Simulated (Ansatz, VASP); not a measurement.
**Two plane-wave programs on KCl**

```
CELL_PARAMETERS angstrom
0.24488 3.58101 3.58101
3.58101 0.24488 3.58101
3.58101 3.58101 0.24488
ATOMIC_POSITIONS crystal
K 0.00738 0.00738 0.00738
Cl 0.24262 0.24262 0.24262
```

Change from the starting cell: epitaxial_111 strain -4.9%.

Alike in both runs: task single point; functional HSE06; k mesh 4 × 4 × 4; no spin polarisation.

|  | VASP | Ansatz |
| --- | --- | --- |
| version | VASP 6.6.1 | Ansatz 0.2.0 |
| potentials or method | VASP PAW PBE potentials, release 64 (K_sv, Cl) | plane waves, PAW |
| plane-wave cutoff (eV) | 520 | 420 |
| occupations | gaussian, width 0.01 eV | fixed |
| valence electrons in the cell | 16 | 16 |

Ansatz gave:

| Quantity | Value |
| --- | --- |
| gap on the k mesh at the Fermi level (eV) | 6.00 |
| pressure (GPa) | 0.6 |
| traceless stress, the component that is largest in VASP (GPa) | -0.25 |

Which values does VASP return?

gap on the k mesh at the Fermi level (eV): 6.00; pressure (GPa): 0.6; traceless stress, the component that is largest in VASP (GPa): -0.24.

Ansatz's warnings: stress exchange threshold loose, stress scf threshold loose.
